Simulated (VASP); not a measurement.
# P (Fd-3m) in VASP: single point with LDA

Aim: the single point of P with LDA.

All numbers are computed with VASP 6.6.1; they aren't measurements. Logs are shortened: lines on timing, memory, paths and dates and some standing lists are left out, and cuts for length are marked.

### Step 1. The cell of the first run

Symmetry: Fd-3m, No. 227, cubic system. Conventional cell: a = 5.049 Å, b = 5.049 Å, c = 5.049 Å, α = 90.00°, β = 90.00°, γ = 90.00°. P (site symmetry -43m) has 4 P at 2.19 Å within 2.9 Å.

### Step 2. Single point, LDA (volume scaled by 0.84)

File INCAR:

```
SYSTEM = P
  PREC = Accurate
  ENCUT = 520
  EDIFF = 1E-6
  ISMEAR = -1
  SIGMA = 0.1
  LREAL = .False.
  LASPH = .True.
  NELM = 100
  ALGO = Normal
  ISIF = 2
  LWAVE = .False.
  LCHARG = .False.
  GGA = CA
  NBANDS = 12
```

File KPOINTS:

```
regular mesh
0
Gamma
  12 12 12
  0 0 0
```

File POSCAR:

```
P
1.0
    0.0000000000      2.5245408799      2.5245408799
    2.5245408799      0.0000000000      2.5245408799
    2.5245408799      2.5245408799      0.0000000000
P
2
Direct
   -0.1250000000     -0.1250000000     -0.1250000000
    0.1250000000      0.1250000000      0.1250000000
```

Potentials or basis: VASP PAW LDA potentials, release 64 (P).

The run is started by

```
> cat potpaw_LDA.64/P/POTCAR > POTCAR
> mpirun -np 1 vasp_std > vasp.out
```

OUTCAR:

```text
SYSTEM = P
   PREC = Accurate
   ENCUT = 520
   EDIFF = 1E-6
   ISMEAR = -1
   LREAL = .False.
   LASPH = .True.
   NELM = 100
   ISIF = 2
   GGA = CA

 ion  position               nearest neighbor table
   1  0.875  0.875  0.875-   2 2.19   2 2.19   2 2.19   2 2.19
   2  0.125  0.125  0.125-   1 2.19   1 2.19   1 2.19   1 2.19

  LATTYP: Found a face centered cubic cell.
 ALAT       =     5.0490817598

  Lattice vectors:

 A1 = (   0.0000000000,   2.5245408799,   2.5245408799)
 A2 = (   2.5245408799,   0.0000000000,   2.5245408799)
 A3 = (   2.5245408799,   2.5245408799,   0.0000000000)

Analysis of symmetry for initial positions (statically):
=====================================================================
 Subroutine PRICEL returns:
 Original cell was already a primitive cell.

 Routine SETGRP: Setting up the symmetry group for a
 face centered cubic supercell.

 Subroutine GETGRP returns: Found 48 space group operations
 (whereof 12 operations were pure point group operations)
 out of a pool of 48 trial point group operations.

The static configuration has the point symmetry D_3d.
 The point group associated with its full space group is O_h .

Analysis of symmetry for dynamics (positions and initial velocities):
=====================================================================
 Subroutine PRICEL returns:
 Original cell was already a primitive cell.

 Routine SETGRP: Setting up the symmetry group for a
 face centered cubic supercell.

 Subroutine GETGRP returns: Found 48 space group operations
 (whereof 12 operations were pure point group operations)
 out of a pool of 48 trial point group operations.

The dynamic configuration has the point symmetry D_3d.
 The point group associated with its full space group is O_h .

 Subroutine INISYM returns: Found 48 space group operations
 (whereof 12 operations are pure point group operations),
 and found     1 'primitive' translations

----------------------------------------------------------------------------------------

                                     Primitive cell

  volume of cell :      32.1793

  direct lattice vectors                    reciprocal lattice vectors
     0.000000000  2.524540880  2.524540880    -0.198055814  0.198055814  0.198055814
     2.524540880  0.000000000  2.524540880     0.198055814 -0.198055814  0.198055814
     2.524540880  2.524540880  0.000000000     0.198055814  0.198055814 -0.198055814

  length of vectors
     3.570239951  3.570239951  3.570239951     0.343042733  0.343042733  0.343042733

  position of ions in fractional coordinates (direct lattice)
     0.875000000  0.875000000  0.875000000
     0.125000000  0.125000000  0.125000000

  ion indices of the primitive-cell ions
   primitive index   ion index
                 1           1
                 2           2

----------------------------------------------------------------------------------------

 KPOINTS: regular mesh

Automatic generation of k-mesh.
 Grid dimensions read from file:
 generate k-points for:   12   12   12

 Generating k-lattice:

  Cartesian coordinates                     Fractional coordinates (reciprocal lattice)
    -0.016504651  0.016504651  0.016504651     0.083333333  0.000000000  0.000000000
     0.016504651 -0.016504651  0.016504651     0.000000000  0.083333333  0.000000000
     0.016504651  0.016504651 -0.016504651     0.000000000  0.000000000  0.083333333

  Length of vectors
     0.028586894  0.028586894  0.028586894

  Shift w.r.t. Gamma in fractional coordinates (k-lattice)
     0.000000000  0.000000000  0.000000000

 Subroutine IBZKPT returns following result:
 ===========================================

 Found     72 irreducible k-points:

 Following reciprocal coordinates:
            Coordinates               Weight
  0.000000  0.000000  0.000000      1.000000
  0.083333  0.000000  0.000000      8.000000
  0.166667  0.000000  0.000000      8.000000
  0.250000  0.000000  0.000000      8.000000
  0.333333  0.000000  0.000000      8.000000
  0.416667  0.000000  0.000000      8.000000
[... 16 lines left out ...]
  0.500000  0.166667  0.000000     24.000000
 -0.416667  0.166667  0.000000     24.000000
 [... further k-points ...]
   k-points           NKPTS =     72   k-points in BZ     NKDIM =     72   number of bands    NBANDS=     12
   number of dos      NEDOS =    301   number of ions     NIONS =      2
   total plane-waves  NPLWV =  21952
   dimension x,y,z NGX =    28 NGY =   28 NGZ =   28
   dimension x,y,z NGXF=    56 NGYF=   56 NGZF=   56
   ions per type =               2
   NGX,Y,Z   is equivalent  to a cutoff of  13.04, 13.04, 13.04 a.u.
   NGXF,Y,Z  is equivalent  to a cutoff of  26.08, 26.08, 26.08 a.u.
 SYSTEM =  P
   PREC   = accura    normal or accurate (medium, high low for compatibility)
   ISTART =      0    job   : 0-new  1-cont  2-samecut
   ICHARG =      2    charge: 1-file 2-atom 10-const
   ISPIN  =      1    spin polarized calculation?
   LNONCOLLINEAR =      F non collinear calculations
   LSORBIT =      F    spin-orbit coupling
   LASPH  =      T    aspherical Exc in radial PAW
   ENCUT  =  520.0 eV  38.22 Ry    6.18 a.u.   6.64  6.64  6.64*2*pi/ulx,y,z
   NELM   =    100;   NELMIN=  2; NELMDL= -5     # of ELM steps
   EDIFF  = 0.1E-05   stopping-criterion for ELM
   LREAL  =      F    real-space projection
   EDIFFG = 0.1E-04   stopping-criterion for IOM
   NSW    =      0    number of steps for IOM
   IBRION =     -1    ionic relax: 0-MD 1-quasi-New 2-CG
   NFREE  =      0    steps in history (QN), initial steepest desc. (CG)
   ISIF   =      2    stress and relaxation
   ISYM   =      2    0-nonsym 1-usesym 2-fastsym
   POTIM  = 0.5000    time-step for ionic-motion
   TEBEG  =    0.0;   TEEND  =   0.0 temperature during run
   PSTRESS=    0.0 pullay stress
   NELECT =      10.0000    total number of electrons
   NUPDOWN=      -1.0000    fix difference up-down
   EMIN   =  10.00;   EMAX   =-10.00  energy-range for DOS
   EFERMI =   0.00;   METHOD = LEGACY
   ISMEAR =    -1;   SIGMA  =   0.10  broadening in eV -4-tet -1-fermi 0-gaus
   EFERMI_NEDOS =   21; number of points for ismear=-14 and -15
   IALGO  =     38    algorithm
   IMIX   =      4    mixing-type and parameters
     AMIX     =   0.40;   BMIX     =  1.00
     AMIX_MAG =   1.60;   BMIX_MAG =  1.00
  volume/ion in A,a.u.               =      16.09       108.58
  Fermi-wavevector in a.u.,A,eV,Ry     =   1.108875  2.095469 16.729762  1.229603
  Thomas-Fermi vector in A             =   2.245407
   LORBIT       =      0    0 simple, 1 ext, 2 COOP (PROOUT), +10 PAW based schemes
   GGA     = CA    functional components
   LHFCALC =     F    Hartree Fock is set to
   AEXX    =    0.0000 exact exchange contribution
   IVDW    =     0    specifies the selected vdW correction
   LEPSILON=     F    determine dielectric tensor
   LRPA    =     F    only Hartree local field effects (RPA)
 non-spin polarized calculation
  energy-cutoff  :      520.00
  volume of cell :       32.18
 maximum number of plane-waves:       893
   NGX = 13   NGY = 13   NGZ = 13

 number of electron      10.0000000 magnetization

 number of electron       9.9999998 magnetization

 Free energy of the ion-electron system (eV)
  ---------------------------------------------------
  ext. energy  EPLUGINS =         0.00000000
  ---------------------------------------------------
  free energy    TOTEN  =       -10.80268379 eV

  energy without entropy =      -10.76812621  energy(sigma->0) =      -10.78540500

 E-fermi :   8.9014     XC(G=0): -10.7628

 val. band max:        8.8950406601   @ k =  -0.2500   0.2500   0.0833
 cond. band min:       8.9255408464   @ k =  -0.0833   0.0833   0.0000
 fundamental gap:      0.0305001864
 Fermi energy:         8.9014166211

 k-point     1 :       0.0000    0.0000    0.0000
  band No.  band energies     occupation
      1      -8.3471      2.00000
      2       5.1087      2.00000
      3       5.1087      2.00000
      4       5.1087      2.00000
      5       7.6528      1.99999
      6       8.5585      1.93721
      7       8.5585      1.93721
      8       8.5585      1.93721
      9      15.2585      0.00000
     10      15.2910      0.00000
     11      15.2910      0.00000
     12      19.4543      0.00000

 k-point     2 :       0.0833    0.0000    0.0000
  band No.  band energies     occupation
      1      -8.2478      2.00000
      2       4.0912      2.00000
      3       4.9720      2.00000
      4       4.9720      2.00000
      5       7.9823      1.99980
      6       8.7680      1.58293
      7       8.7680      1.58293
      8       9.1107      0.21960
      9      15.0224      0.00000
     10      15.0224      0.00000
     11      15.6505      0.00000
     12      19.1214      0.00000

 k-point     3 :       0.1667    0.0000    0.0000
  band No.  band energies     occupation
      1      -7.9540      2.00000
      2       2.3954      2.00000
      3       4.6633      2.00000
      4       4.6633      2.00000
      5       7.7541      1.99998
      6       9.2353      0.06851
      7       9.2353      0.06851
      8      10.7304      0.00000
      9      14.6377      0.00000
     10      14.6377      0.00000
     11      16.4929      0.00000
     12      18.7292      0.00000
[... 286 lines left out ...]
 k-point    23 :       0.5000    0.1667    0.0000
  band No.  band energies     occupation
      1      -5.7028      2.00000
      2      -2.2570      2.00000
      3       2.2328      2.00000
      4       3.2948      2.00000
      5       7.9925      1.99977
      6      10.1517      0.00001
      7      11.0787      0.00000
      8      13.0572      0.00000
      9      16.5927      0.00000
     10      18.0636      0.00000
     11      19.0947      0.00000
     12      19.4542      0.00000

 k-point    24 :      -0.4167    0.1667    0.0000
  band No.  band energies     occupation
      1      -5.5935      2.00000
      2      -2.4134      2.00000
      3       2.0222      2.00000
      4       3.4731      2.00000
      5       8.0755      1.99948
      6      10.1962      0.00000
      7      10.8437      0.00000
      8      14.6480      0.00000
      9      15.3294      0.00000
     10      16.1882      0.00000
     11      19.1593      0.00000
     12      20.9416      0.00000

 [... further k-points ...]

------------------------ aborting loop because EDIFF is reached ----------------------------------------

  FORCE on cell =-STRESS in cart. coord.  units (eV):
  Direction    XX          YY          ZZ          XY          YZ          ZX
  --------------------------------------------------------------------------------------
  -------------------------------------------------------------------------------------
  Total        2.4118117      2.4118117      2.4118117     -0.0000000      0.0000000      0.0000000
  in kB      120.0816817    120.0816817    120.0816817     -0.0000000      0.0000000      0.0000000
  external PRESSURE =     120.0816817 kB  Pullay stress =       0.0000000 kB

 VOLUME and BASIS-vectors are now :
 -----------------------------------------------------------------------------
  energy-cutoff  :      520.00
  volume of cell :       32.18
      direct lattice vectors                 reciprocal lattice vectors
     0.000000000  2.524540880  2.524540880    -0.198055814  0.198055814  0.198055814
     2.524540880  0.000000000  2.524540880     0.198055814 -0.198055814  0.198055814
     2.524540880  2.524540880  0.000000000     0.198055814  0.198055814 -0.198055814

 POSITION                                       TOTAL-FORCE (eV/Angst)
 -----------------------------------------------------------------------------------
      4.41795      4.41795      4.41795        -0.000000     -0.000000     -0.000000
      0.63114      0.63114      0.63114         0.000000      0.000000      0.000000
 -----------------------------------------------------------------------------------
    total drift:                               -0.000000     -0.000000     -0.000000

  FREE ENERGIE OF THE ION-ELECTRON SYSTEM (eV)
  ---------------------------------------------------
  free  energy   TOTEN  =       -10.8026837892 eV

  energy  without entropy=      -10.7681262105  energy(sigma->0) =      -10.78540500
```

It took 12 s on 1 thread of Intel Xeon Platinum 8488C (Sapphire Rapids), shared host; peak memory 0.14 GiB.

What came out:

```yaml
Free_energy: -10.8027 eV
Pressure: 12.0 GPa
Band_gap_on_the_k_mesh: zero (band 5 reaches 10.89 eV, above the bottom of band 6 at 6.89 eV)
```

Levels at points of the mesh, in eV from the Fermi level:
```csv
k point,band 2,band 3,band 4,band 5,band 6,band 7,band 8,band 9
"(0.00, 0.00, 0.00)",-3.79,-3.79,-3.79,-1.25,-0.34,-0.34,-0.34,6.36
"(0.50, 0.00, 0.00)",-11.43,-5.06,-5.06,-2.06,0.87,0.87,6.26,9.25
"(0.50, 0.50, 0.00)",-12.76,-6.71,-6.71,-2.01,-2.01,7.31,7.31,9.75
```
